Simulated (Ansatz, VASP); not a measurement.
One calculation of In2O3, two programs

```
In O
1.0
     2.75394    1.58999    4.61075
    -2.75394    1.58999    4.61075
     0.00000   -3.17997    4.61075
In O
4 6
Cartesian
  0.0000 0.0000 4.9391
  0.0000 0.0000 1.9770
  0.0000 0.0000 8.8932
  0.0000 0.0000 11.8552
  -1.1204 1.5900 8.0688
  -0.8167 -1.7653 8.0688
  1.9372 0.1753 8.0688
  1.1204 -1.5900 5.7634
  0.8167 1.7653 5.7634
  -1.9372 -0.1753 5.7634
```

Change from the starting cell: strain +0.000 along x and y, -0.050 along z, atoms carried along.

Alike in both runs: task single point; functional r2SCAN; k mesh 6 × 6 × 6; occupations gaussian, width 0.05 eV; no spin polarisation.

|  | VASP | Ansatz |
| --- | --- | --- |
| version | VASP 6.6.1 | Ansatz 0.2.0 |
| potentials or method | VASP PAW PBE potentials, release 64 (In_d, O), cutoff 520 eV | scalar-relativistic, plane waves, PAW |
| valence electrons in the cell | 88 | 88 |

Ansatz gave:

```
gap on the k mesh at the Fermi level (eV)                     : 2.06
least direct gap on the mesh (eV)                             : 2.16
pressure (GPa)                                                : 9.4
traceless stress, the component that is largest in VASP (GPa) : 5.73
rms of the force components (eV/Å)                            : 0.255
```

**Question.** Estimate VASP's values.

**Answer.** gap on the k mesh at the Fermi level (eV): 2.07; least direct gap on the mesh (eV): 2.17; pressure (GPa): 10.7; traceless stress, the component that is largest in VASP (GPa): 5.64; rms of the force components (eV/Å): 0.273.

VASP's potentials were made for PBE, not for r2SCAN. Atom by atom the forces differ by 0.018 eV/Å (rms over components). The functional is the same, so the differences come from potentials, cutoffs and numerics.
